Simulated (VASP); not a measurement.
Here is a VASP 6.6.1 calculation.

The input INCAR:

```
SYSTEM = HfO2
PREC = Accurate
ENCUT = 520
EDIFF = 1E-8
ISMEAR = 0
SIGMA = 0.01
LREAL = .False.
LASPH = .True.
NELM = 100
ALGO = Normal
ISIF = 2
LWAVE = .False.
LCHARG = .False.
GGA = PE
LEFG = .True.
NBANDS = 56
```

The input KPOINTS:

```
regular mesh
0
Gamma
  6 6 6
  0 0 0
```

The input POSCAR:

```
HfO2
1.0
    5.1612523778      0.0000000000     -0.0158203104
    0.0000000000      5.2117165687      0.0000000000
   -0.8820380081      0.0000000000      5.2792320103
Hf O
4 8
Direct
    0.2757357002      0.0428879622      0.2083677533
    0.7242642998      0.5428879622      0.2916322467
    0.7242642998      0.9571120378      0.7916322467
    0.2757357002      0.4571120378      0.7083677533
    0.4491716146      0.7571962582      0.4766240516
    0.5508283854      0.2571962582      0.0233759484
    0.5508283854      0.2428037418      0.5233759484
    0.4491716146      0.7428037418      0.9766240516
    0.0671099893      0.3285719988      0.3485042431
    0.9328900107      0.8285719988      0.1514957569
    0.9328900107      0.6714280012      0.6514957569
    0.0671099893      0.1714280012      0.8485042431
```

Potentials or basis: VASP PAW PBE potentials, release 64 (Hf_pv, O).

Launch:

```sh
$ cat potpaw_PBE.64/Hf_pv/POTCAR potpaw_PBE.64/O/POTCAR > POTCAR
$ mpirun -np 1 vasp_std > vasp.out
```

Predict the largest force.

0.082 eV/Å.

Estimate the pressure.

-3.0 GPa.

Predict the band gap on the k mesh.

4.00 eV (least direct gap 4.08 eV).

Stress tensor (GPa, compression positive):
```
-3.04  0.00 -0.19
 0.00 -3.04  0.00
-0.19  0.00 -3.05
```

Caveat: the cell stands under tension; without QUAD_EFG the Cq values of the log hold for a quadrupole moment of 1 mb, not for the nuclei; spin-orbit coupling is left out, which moves the levels of the heavy elements. A k mesh can miss the band edges.
